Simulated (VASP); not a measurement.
# Al3Si2N3 in VASP: further runs

Al3Si2N3 is run at these levels: PBE; tasks: single point, relaxation of cell and atoms.

All numbers are computed with VASP 6.6.1; they aren't measurements. Logs are shortened: lines on timing, memory, paths and dates and some standing lists are left out, and cuts for length are marked.

## Step 1: The cell of the first run

The structure is orthorhombic, space group Pmm2 (No. 25). The conventional cell has a = 3.152 Å, b = 3.378 Å, c = 9.474 Å, α = 90.00°, β = 90.00°, γ = 90.00°. Al (site symmetry mm2) has 2 N at 1.95 Å and 2 Si at 2.43 Å within 2.6 Å. Al (site symmetry mm2) has 4 N at 1.89 to 1.98 Å within 2.5 Å. Al (site symmetry mm2) has 4 N at 1.90 to 1.96 Å within 2.5 Å. Si (site symmetry mm2) has 2 N at 1.88 Å and 2 Si at 2.23 Å within 2.5 Å. Si (site symmetry mm2) has 2 Si at 2.23 Å and 2 Al at 2.43 Å within 3.0 Å. N (site symmetry mm2) has 4 Al at 1.89 to 1.95 Å within 2.5 Å. N (site symmetry mm2) has 4 Al at 1.90 to 1.98 Å within 2.5 Å. N (site symmetry mm2) has 2 Si at 1.88 Å and 2 Al at 1.96 Å within 2.5 Å.

## Step 2: Single point, PBE

Input file INCAR:

```
PREC = Accurate
ENCUT = 520
EDIFF = 1E-6
ISMEAR = 0
SIGMA = 0.2
LREAL = False
LASPH = True
NELM = 100
ALGO = Normal
ISIF = 2
LWAVE = False
LCHARG = False
GGA = PE
NBANDS = 26
```

Input file KPOINTS:

```
Automatic mesh
0
Gamma
  5 5 2
```

Input file POSCAR:

```
Al3Si2N3
1.0
    3.3783814033      0.0000000000      0.0000000000
    0.0000000000      3.1517425834      0.0000000000
    0.0000000000      0.0000000000      9.4735379358
Al Si N
3 2 3
Direct
    0.5000000000      0.5000000000      0.3039638378
    0.0000000000      0.0000000000      0.5172918862
    0.5000000000      0.5000000000      0.7389680858
    0.0000000000      0.0000000000     -0.0459985712
    0.5000000000      0.0000000000      0.1084402151
    0.0000000000      0.5000000000      0.4064198465
    0.5000000000      0.0000000000      0.6260048925
    0.0000000000      0.5000000000      0.8449098073
```

Potentials or basis: VASP PAW PBE potentials, release 64 (Al, Si, N).

Started as:

```sh
$ cat potpaw_PBE.64/Al/POTCAR potpaw_PBE.64/Si/POTCAR potpaw_PBE.64/N/POTCAR > POTCAR
$ mpirun -np 1 vasp_std > vasp.out
```

OUTCAR:

```text
PREC = Accurate
   ENCUT = 520
   EDIFF = 1E-6
   ISMEAR = 0
   LREAL = False
   LASPH = True
   NELM = 100
   ISIF = 2
   GGA = PE

 ion  position               nearest neighbor table
   1  0.500  0.500  0.304-   6 1.95   6 1.95   5 2.43   5 2.43   2 3.07   2 3.07   2 3.07   2 3.07

   2  0.000  0.000  0.517-   6 1.89   6 1.89   7 1.98   7 1.98   1 3.07   1 3.07   1 3.07   1 3.07
                             3 3.12   3 3.12   3 3.12   3 3.12
   3  0.500  0.500  0.739-   7 1.90   7 1.90   8 1.96   8 1.96   4 3.08   4 3.08   4 3.08   4 3.08
                             2 3.12   2 3.12   2 3.12   2 3.12
   4  0.000  0.000  0.954-   8 1.88   8 1.88   5 2.23   5 2.23   3 3.08   3 3.08   3 3.08   3 3.08

   5  0.500  0.000  0.108-   4 2.23   4 2.23   1 2.43   1 2.43
   6  0.000  0.500  0.406-   2 1.89   2 1.89   1 1.95   1 1.95
   7  0.500  0.000  0.626-   3 1.90   3 1.90   2 1.98   2 1.98
   8  0.000  0.500  0.845-   4 1.88   4 1.88   3 1.96   3 1.96

  LATTYP: Found a simple orthorhombic cell.
 ALAT       =     3.1517425834
 B/A-ratio  =     1.0719090515
 C/A-ratio  =     3.0058095435

  Lattice vectors:

 A1 = (   0.0000000000,  -3.1517425834,   0.0000000000)
 A2 = (   3.3783814033,   0.0000000000,   0.0000000000)
 A3 = (   0.0000000000,   0.0000000000,   9.4735379358)

Analysis of symmetry for initial positions (statically):
=====================================================================
 Subroutine PRICEL returns:
 Original cell was already a primitive cell.

 Routine SETGRP: Setting up the symmetry group for a
 simple orthorhombic supercell.

 Subroutine GETGRP returns: Found  4 space group operations
 (whereof  4 operations were pure point group operations)
 out of a pool of  8 trial point group operations.

The static configuration has the point symmetry C_2v.

Analysis of symmetry for dynamics (positions and initial velocities):
=====================================================================
 Subroutine PRICEL returns:
 Original cell was already a primitive cell.

 Routine SETGRP: Setting up the symmetry group for a
 simple orthorhombic supercell.

 Subroutine GETGRP returns: Found  4 space group operations
 (whereof  4 operations were pure point group operations)
 out of a pool of  8 trial point group operations.

The dynamic configuration has the point symmetry C_2v.

[... 106 lines left out ...]
   NSW    =      0    number of steps for IOM
   IBRION =     -1    ionic relax: 0-MD 1-quasi-New 2-CG
   NFREE  =      0    steps in history (QN), initial steepest desc. (CG)
   ISIF   =      2    stress and relaxation
   ISYM   =      2    0-nonsym 1-usesym 2-fastsym
   POTIM  = 0.5000    time-step for ionic-motion
   TEBEG  =    0.0;   TEEND  =   0.0 temperature during run
   PSTRESS=    0.0 pullay stress
   NELECT =      32.0000    total number of electrons
   NUPDOWN=      -1.0000    fix difference up-down
   EMIN   =  10.00;   EMAX   =-10.00  energy-range for DOS
   EFERMI =   0.00;   METHOD = LEGACY
   ISMEAR =     0;   SIGMA  =   0.20  broadening in eV -4-tet -1-fermi 0-gaus
   EFERMI_NEDOS =   21; number of points for ismear=-14 and -15
   IALGO  =     38    algorithm
   IMIX   =      4    mixing-type and parameters
     AMIX     =   0.40;   BMIX     =  1.00
     AMIX_MAG =   1.60;   BMIX_MAG =  1.00
  volume/ion in A,a.u.               =      12.61        85.09
  Fermi-wavevector in a.u.,A,eV,Ry     =   1.116523  2.109922 16.961340  1.246623
  Thomas-Fermi vector in A             =   2.253138
   LORBIT       =      0    0 simple, 1 ext, 2 COOP (PROOUT), +10 PAW based schemes
   GGA     = PE    functional components
   LHFCALC =     F    Hartree Fock is set to
   AEXX    =    0.0000 exact exchange contribution
   IVDW    =     0    specifies the selected vdW correction
   LEPSILON=     F    determine dielectric tensor
   LRPA    =     F    only Hartree local field effects (RPA)
 non-spin polarized calculation
 Gauss-broadening in eV      SIGMA  =   0.20
  energy-cutoff  :      520.00
  volume of cell :      100.87
 maximum number of plane-waves:      2737
 NGX is ok and might be reduce to    28
   NGX = 13   NGY = 11   NGZ = 35

 number of electron      31.9999993 magnetization

 Free energy of the ion-electron system (eV)
  ---------------------------------------------------
  ext. energy  EPLUGINS =         0.00000000
  ---------------------------------------------------
  free energy    TOTEN  =       -52.77217634 eV

  energy without entropy =      -52.75175025  energy(sigma->0) =      -52.76196330

 E-fermi :   8.5877     XC(G=0): -10.5208

 val. band max:        8.5560018973   @ k =   0.0000   0.0000   0.5000
 cond. band min:       8.6173128228   @ k =   0.2000   0.0000   0.5000
 fundamental gap:      0.0613109256
 Fermi energy:         8.5876851136

 k-point     1 :       0.0000    0.0000    0.0000
  band No.  band energies     occupation
      1      -9.7615      2.00000
      2      -8.7033      2.00000
      3      -7.4611      2.00000
      4      -2.9565      2.00000
      5       0.3312      2.00000
      6       2.4050      2.00000
[... 511 lines left out ...]
     25      15.0412      0.00000
     26      15.1971      0.00000

------------------------ aborting loop because EDIFF is reached ----------------------------------------

  FORCE on cell =-STRESS in cart. coord.  units (eV):
  Direction    XX          YY          ZZ          XY          YZ          ZX
  --------------------------------------------------------------------------------------
  -------------------------------------------------------------------------------------
  Total       -0.0711997     -0.1631822     -0.0342116      0.0000000      0.0000000      0.0000000
  in kB       -1.1308818     -2.5918605     -0.5433913      0.0000000      0.0000000      0.0000000
  external PRESSURE =      -1.4220445 kB  Pullay stress =       0.0000000 kB

 VOLUME and BASIS-vectors are now :
 -----------------------------------------------------------------------------
  energy-cutoff  :      520.00
  volume of cell :      100.87
      direct lattice vectors                 reciprocal lattice vectors
     3.378381403  0.000000000  0.000000000     0.295999735  0.000000000  0.000000000
     0.000000000  3.151742583  0.000000000     0.000000000  0.317284795  0.000000000
     0.000000000  0.000000000  9.473537936     0.000000000  0.000000000  0.105557185

 POSITION                                       TOTAL-FORCE (eV/Angst)
 -----------------------------------------------------------------------------------
      1.68919      1.57587      2.87961         0.000000      0.000000      0.000443
      0.00000      0.00000      4.90058         0.000000      0.000000     -0.006529
      1.68919      1.57587      7.00064         0.000000      0.000000      0.008911
      0.00000      0.00000      9.03777         0.000000      0.000000      0.010082
      1.68919      0.00000      1.02731         0.000000      0.000000     -0.006255
      0.00000      1.57587      3.85023         0.000000      0.000000     -0.001218
      1.68919      0.00000      5.93048         0.000000      0.000000     -0.000273
      0.00000      1.57587      8.00429         0.000000      0.000000     -0.005161
 -----------------------------------------------------------------------------------
    total drift:                               -0.000000     -0.000000      0.000356

  FREE ENERGIE OF THE ION-ELECTRON SYSTEM (eV)
  ---------------------------------------------------
  free  energy   TOTEN  =       -52.7721763436 eV

  energy  without entropy=      -52.7517502473  energy(sigma->0) =      -52.76196330
```

OSZICAR:

```text
N       E                     dE             d eps       ncg     rms          rms(c)
DAV:   1     0.969611906445E+02    0.96961E+02   -0.13731E+04   936   0.106E+03
DAV:   2    -0.492574578925E+02   -0.14622E+03   -0.13723E+03  1248   0.203E+02
DAV:   3    -0.592750418962E+02   -0.10018E+02   -0.99207E+01  1248   0.538E+01
DAV:   4    -0.593930196130E+02   -0.11798E+00   -0.11782E+00  1168   0.663E+00
DAV:   5    -0.593946875189E+02   -0.16679E-02   -0.16675E-02  1202   0.799E-01    0.154E+01
DAV:   6    -0.527990472977E+02    0.65956E+01   -0.23164E+01  1184   0.264E+01    0.679E+00
DAV:   7    -0.528274999585E+02   -0.28453E-01   -0.17602E+00  1048   0.736E+00    0.393E+00
DAV:   8    -0.527802509408E+02    0.47249E-01   -0.21867E-01  1180   0.283E+00    0.118E+00
DAV:   9    -0.527709907559E+02    0.92602E-02   -0.38992E-02  1222   0.128E+00    0.293E-01
DAV:  10    -0.527718844542E+02   -0.89370E-03   -0.60296E-03  1130   0.448E-01    0.173E-01
DAV:  11    -0.527721574570E+02   -0.27300E-03   -0.72520E-04  1204   0.170E-01    0.564E-02
DAV:  12    -0.527721645146E+02   -0.70577E-05   -0.12694E-04  1232   0.935E-02    0.262E-02
DAV:  13    -0.527721763775E+02   -0.11863E-04   -0.56570E-05  1052   0.419E-02    0.129E-02
DAV:  14    -0.527721763436E+02    0.33866E-07   -0.76821E-06  1252   0.195E-02
   1 F= -.52772176E+02 E0= -.52761963E+02  d E =-.204261E-01
```

Run time: 25 s. Hardware: 1 thread of Intel Xeon 6975P-C (Granite Rapids), shared host; peak memory 0.2 GiB.

What came out:

```yaml
Free_energy: -52.7722 eV
Pressure: -0.1 GPa
Largest_force: 0.010 eV/Å
Band_gap_on_the_k_mesh: zero (bands 16 and 17 overlap by 0.67 eV)
```

Forces on the atoms (eV/Å):
```
Al   0.000  0.000  0.000
Al   0.000  0.000 -0.007
Al   0.000  0.000  0.009
Si   0.000  0.000  0.010
Si   0.000  0.000 -0.006
N    0.000  0.000 -0.001
N    0.000  0.000  0.000
N    0.000  0.000 -0.005
```

Stress tensor (GPa, compression positive):
```
-0.11  0.00  0.00
 0.00 -0.26  0.00
 0.00  0.00 -0.05
```

Caveat: the k points lie up to 0.40 Å⁻¹ apart, too coarse for converged energies and pressures of a metal.

## Step 3: Single point, PBE

Input file INCAR:

```
SYSTEM = Al3Si2N3
PREC     = Accurate       ! precision mode
ENCUT    = 520            ! plane-wave cutoff, eV
EDIFF    = 1E-7           ! SCF threshold, eV
ISMEAR   = 0              ! smearing method
SIGMA    = 0.2            ! smearing width, eV
LREAL    = .FALSE.        ! projectors in reciprocal space
LASPH    = .TRUE.         ! aspherical terms in the spheres
NELM     = 60             ! most SCF steps
ALGO     = Normal         ! electronic algorithm
ISIF     = 2              ! what is computed and relaxed
LWAVE    = .FALSE.        ! write WAVECAR
LCHARG   = .TRUE.         ! write CHGCAR
GGA      = PE             ! functional
LELF     = .TRUE.         ! ELF
LVHAR    = .TRUE.       
NBANDS   = 26             ! bands
```

Input file KPOINTS:

```
regular mesh
0
G
  8 6 2
  0 0 0
```

Input file POSCAR:

```
Al3Si2N3
1.0
    3.1089587723     -0.0000665475      0.0001564079
    0.0000128790      3.3737030156     -0.0002004649
    0.0005428724     -0.0001534138      9.6190275591
Al Si N
3 2 3
Direct
    0.5000910952      0.5000138344      0.6931965775
    0.0000815106      0.0000146216      0.4816651150
    0.5000592330      0.4999495306      0.2606745509
   -0.0001684854      0.0000599909      0.0476977119
   -0.0000356180      0.5000360069      0.8936037100
    0.5000418560     -0.0000190999      0.5936207285
    0.0000599189      0.5000053644      0.3740974887
    0.4998704897     -0.0000602486      0.1554441174
```

Potentials or basis: VASP PAW PBE potentials, release 64 (Al, Si, N).

Started as:

```sh
$ cat potpaw_PBE.64/Al/POTCAR potpaw_PBE.64/Si/POTCAR potpaw_PBE.64/N/POTCAR > POTCAR
$ mpirun -np 1 vasp_std > vasp.out
```

It took 71 s on 1 thread of Intel Xeon 6975P-C (Granite Rapids), shared host; peak memory 0.26 GiB.

It converged, with:

```
Free energy            : -52.7366 eV
Pressure               : -0.2 GPa
Largest force          : 0.015 eV/Å
Band gap on the k mesh : zero (bands 16 and 17 overlap by 1.24 eV)
```

Forces on the atoms (eV/Å):
```
Al  -0.001  0.000  0.008
Al  -0.001  0.000  0.004
Al   0.000  0.001 -0.010
Si   0.003 -0.001 -0.009
Si   0.001  0.000 -0.001
N    0.000  0.001 -0.007
N   -0.002 -0.001  0.000
N    0.000  0.001  0.015
```

Stress tensor (GPa, compression positive):
```
-0.11  0.00 -0.02
 0.00 -0.24  0.01
-0.02  0.01 -0.18
```

Levels at points of the mesh, in eV from the Fermi level:
```csv
k point,band 12,band 13,band 14,band 15,band 16,band 17,band 18,band 19,band 20,band 21
"(0.00, 0.00, 0.00)",-4.57,-3.99,-3.37,-1.81,-1.03,0.37,0.62,1.69,2.24,3.65
"(0.50, 0.00, 0.00)",-4.83,-4.64,-3.90,-3.59,-0.55,0.26,1.50,2.71,3.42,3.67
"(0.00, 0.50, 0.00)",-4.22,-4.17,-4.15,-3.55,-0.16,1.58,2.32,2.97,3.84,4.24
"(0.50, 0.50, 0.00)",-5.96,-5.50,-5.30,-4.10,-3.95,-0.98,-0.45,1.45,1.45,1.91
"(0.00, 0.00, 0.50)",-4.59,-4.54,-3.98,-1.05,-1.04,-0.43,1.01,1.68,2.10,3.63
"(0.50, 0.00, 0.50)",-4.83,-4.64,-4.38,-4.00,-0.56,0.49,1.72,2.80,2.92,3.18
"(0.00, 0.50, 0.50)",-4.68,-4.25,-4.22,-4.17,0.11,1.70,2.01,2.96,3.56,4.18
"(0.50, 0.50, 0.50)",-5.72,-5.57,-5.52,-4.41,-4.23,0.12,0.16,0.94,1.11,1.63
```

## Step 4: Single point, PBE

Input file INCAR:

```
PREC = Accurate
ENCUT = 520
EDIFF = 1E-6
ISMEAR = 0
SIGMA = 0.2
LREAL = False
LASPH = True
NELM = 80
ALGO = Normal
ISIF = 2
LWAVE = False
LCHARG = False
GGA = PE
NBANDS = 26
```

Input file KPOINTS:

```
Automatic mesh
0
Gamma
  8 6 2
```

Input file POSCAR:

```
Al3Si2N3
1.0
    3.1107169852      0.0000000000      0.0000000000
    0.0000000000      3.3684715925      0.0000000000
    0.0000000000      0.0000000000      9.6208110300
Al Si N
3 2 3
Direct
    0.5000000000      0.5000000000      0.6937503788
    0.0000000000      0.0000000000      0.4819647379
    0.5000000000      0.5000000000      0.2606371068
    0.0000000000      0.0000000000      0.0474685521
    0.0000000000      0.5000000000      0.8929725597
    0.5000000000      0.0000000000      0.5940136564
    0.0000000000      0.5000000000      0.3740717110
    0.5000000000      0.0000000000      0.1551212972
```

Potentials or basis: VASP PAW PBE potentials, release 64 (Al, Si, N).

Started as:

```sh
$ cat potpaw_PBE.64/Al/POTCAR potpaw_PBE.64/Si/POTCAR potpaw_PBE.64/N/POTCAR > POTCAR
$ mpirun -np 1 vasp_std > vasp.out
```

OUTCAR:

```text
PREC = Accurate
   ENCUT = 520
   EDIFF = 1E-6
   ISMEAR = 0
   LREAL = False
   LASPH = True
   NELM = 80
   ISIF = 2
   GGA = PE

 ion  position               nearest neighbor table
   1  0.500  0.500  0.694-   6 1.94   6 1.94   5 2.47   5 2.47   2 3.07   2 3.07   2 3.07   2 3.07

   2  0.000  0.000  0.482-   6 1.89   6 1.89   7 1.98   7 1.98   1 3.07   1 3.07   1 3.07   1 3.07
                             3 3.13   3 3.13   3 3.13   3 3.13
   3  0.500  0.500  0.261-   7 1.90   7 1.90   8 1.97   8 1.97   4 3.08   4 3.08   4 3.08   4 3.08
                             2 3.13   2 3.13   2 3.13   2 3.13
   4  0.000  0.000  0.047-   8 1.87   8 1.87   5 2.25   5 2.25   3 3.08   3 3.08   3 3.08   3 3.08

   5  0.000  0.500  0.893-   4 2.25   4 2.25   1 2.47   1 2.47
   6  0.500  0.000  0.594-   2 1.89   2 1.89   1 1.94   1 1.94
   7  0.000  0.500  0.374-   3 1.90   3 1.90   2 1.98   2 1.98
   8  0.500  0.000  0.155-   4 1.87   4 1.87   3 1.97   3 1.97

  LATTYP: Found a simple orthorhombic cell.
 ALAT       =     3.1107169852
 B/A-ratio  =     1.0828601922
 C/A-ratio  =     3.0927953510

[... 198 lines left out ...]
 Fermi energy:         8.9169585740

 k-point     1 :       0.0000    0.0000    0.0000
  band No.  band energies     occupation
      1      -9.7862      2.00000
      2      -8.7139      2.00000
      3      -7.4820      2.00000
      4      -3.0283      2.00000
      5       0.2091      2.00000
      6       2.3839      2.00000
[... 685 lines left out ...]
     25      14.3111      0.00000
     26      15.0359      0.00000

 [... further k-points ...]

------------------------ aborting loop because EDIFF is reached ----------------------------------------

  FORCE on cell =-STRESS in cart. coord.  units (eV):
  Direction    XX          YY          ZZ          XY          YZ          ZX
  --------------------------------------------------------------------------------------
  -------------------------------------------------------------------------------------
  Total       -0.0551150     -0.0329780     -0.0789820      0.0000000      0.0000000      0.0000000
  in kB       -0.8759426     -0.5241186     -1.2552596      0.0000000      0.0000000      0.0000000
  external PRESSURE =      -0.8851069 kB  Pullay stress =       0.0000000 kB

 VOLUME and BASIS-vectors are now :
 -----------------------------------------------------------------------------
  energy-cutoff  :      520.00
  volume of cell :      100.81
      direct lattice vectors                 reciprocal lattice vectors
     3.110716985  0.000000000  0.000000000     0.321469296  0.000000000  0.000000000
     0.000000000  3.368471593  0.000000000     0.000000000  0.296870546  0.000000000
     0.000000000  0.000000000  9.620811030     0.000000000  0.000000000  0.103941341

 POSITION                                       TOTAL-FORCE (eV/Angst)
 -----------------------------------------------------------------------------------
      1.55536      1.68424      6.67444         0.000000      0.000000     -0.033805
      0.00000      0.00000      4.63689         0.000000      0.000000      0.004307
      1.55536      1.68424      2.50754         0.000000      0.000000     -0.001649
      0.00000      0.00000      0.45669         0.000000      0.000000     -0.034132
      0.00000      1.68424      8.59112         0.000000      0.000000      0.085476
      1.55536      0.00000      5.71489         0.000000      0.000000     -0.046337
      0.00000      1.68424      3.59887         0.000000      0.000000      0.003092
      1.55536      0.00000      1.49239         0.000000      0.000000      0.023049
 -----------------------------------------------------------------------------------
    total drift:                                0.000000      0.000000     -0.000183

  FREE ENERGIE OF THE ION-ELECTRON SYSTEM (eV)
  ---------------------------------------------------
  free  energy   TOTEN  =       -52.7362115403 eV

  energy  without entropy=      -52.7133466404  energy(sigma->0) =      -52.72477909
```

stdout:

```text
POSCAR found type information on POSCAR AlSiN
 POSCAR found :  3 types and       8 ions
 scaLAPACK will be used
 LDA part: xc-table for (Slater+PW92), standard interpolation
 POSCAR, INCAR and KPOINTS ok, starting setup
 FFT: planning ... GRIDC
 FFT: planning ... GRID_SOFT
 FFT: planning ... GRID
 WAVECAR not read
 entering main loop
```

It took 47 s on 1 thread of Intel Xeon 6975P-C (Granite Rapids), shared host; peak memory 0.24 GiB.

What came out:

```
Free energy            : -52.7362 eV
Pressure               : -0.1 GPa
Largest force          : 0.085 eV/Å
Band gap on the k mesh : zero (bands 16 and 17 overlap by 1.23 eV)
```

Forces in eV/Å, atoms in the order of the input:
```
Al   0.000  0.000 -0.034
Al   0.000  0.000  0.004
Al   0.000  0.000 -0.002
Si   0.000  0.000 -0.034
Si   0.000  0.000  0.085
N    0.000  0.000 -0.046
N    0.000  0.000  0.003
N    0.000  0.000  0.023
```

(Part 1 of 2 ends here.)
